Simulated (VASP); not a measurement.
SiNi: single point with PBE

The system is SiNi.

```
CELL_PARAMETERS angstrom
4.50369 0.00000 0.00000
0.00000 4.50369 0.00000
0.00000 0.00000 4.50369
ATOMIC_POSITIONS crystal
Ni 0.14950 0.14950 0.14950
Ni 0.64950 0.35050 0.85050
Ni 0.85050 0.64950 0.35050
Ni 0.35050 0.85050 0.64950
Si 0.84683 0.84683 0.84683
Si 0.34683 0.65317 0.15317
Si 0.15317 0.34683 0.65317
Si 0.65317 0.15317 0.34683
```

* Program: VASP 6.6.1
* Task: single point
* Functional: PBE
* Potentials or basis: VASP PAW PBE potentials, release 64 (Ni, Si)
* Cutoff: 520 eV
* k mesh: 6 × 6 × 6
* Occupations: gaussian, width 0.012 eV
* Spin: collinear spin, ferromagnetic start
* Starting moments: [1.0, 1.0, 1.0, 1.0, 0.0, 0.0, 0.0, 0.0] μB
* Dipole correction: no
* Further INCAR settings: ALGO = Normal; EDIFF = 1e-06; NBANDS = 42

```
Pressure                                              : 1.7 GPa
Largest force                                         : 0.030 eV/Å
Band gap on the k mesh                                : zero (filled and empty bands overlap)
Net moment                                            : 0.00 μB per cell
Valence electrons inside the program's atomic spheres : Ni 9.55; Si 1.58
```

Forces on the atoms (eV/Å):
```
Ni  -0.017 -0.017 -0.017
Ni  -0.017  0.017  0.017
Ni   0.017 -0.017  0.017
Ni   0.017  0.017 -0.017
Si  -0.011 -0.011 -0.011
Si  -0.011  0.011  0.011
Si   0.011 -0.011  0.011
Si   0.011  0.011 -0.011
```

Levels at points of the mesh, in eV from the Fermi level:
Spin up:
```tsv
k point	band 25	band 26	band 27	band 28	band 29	band 30	band 31	band 32
(0.00, 0.00, 0.00)	-1.61	-1.61	-1.61	0.96	0.96	0.96	1.37	1.37
(0.50, 0.00, 0.00)	-1.98	-1.98	-0.62	-0.62	-0.21	-0.21	2.73	2.73
(0.50, 0.50, 0.00)	-1.52	-1.52	-0.98	-0.98	0.32	0.32	0.86	0.86
(0.50, 0.50, 0.50)	-1.77	-1.77	-1.77	-1.77	4.16	4.16	4.16	4.16
```
Spin down:
```csv
k point,band 24,band 25,band 26,band 27,band 28,band 29,band 30,band 31,band 32,band 33
"(0.00, 0.00, 0.00)",-2.24,-1.61,-1.61,-1.61,0.96,0.96,0.96,1.37,1.37,2.00
"(0.50, 0.00, 0.00)",-2.12,-1.98,-1.98,-0.62,-0.62,-0.21,-0.21,2.73,2.73,2.88
"(0.50, 0.50, 0.00)",-2.40,-1.52,-1.52,-0.98,-0.98,0.32,0.32,0.86,0.86,3.90
"(0.50, 0.50, 0.50)",-2.63,-1.77,-1.77,-1.77,-1.77,4.16,4.16,4.16,4.16,4.51
```

Run time: 2.6 min on 1 thread of Oxide Virtual Turin-like Processor, on a shared host, peak memory 0.27 GiB.

Caveat: the moments typed at the start vanished in this run.
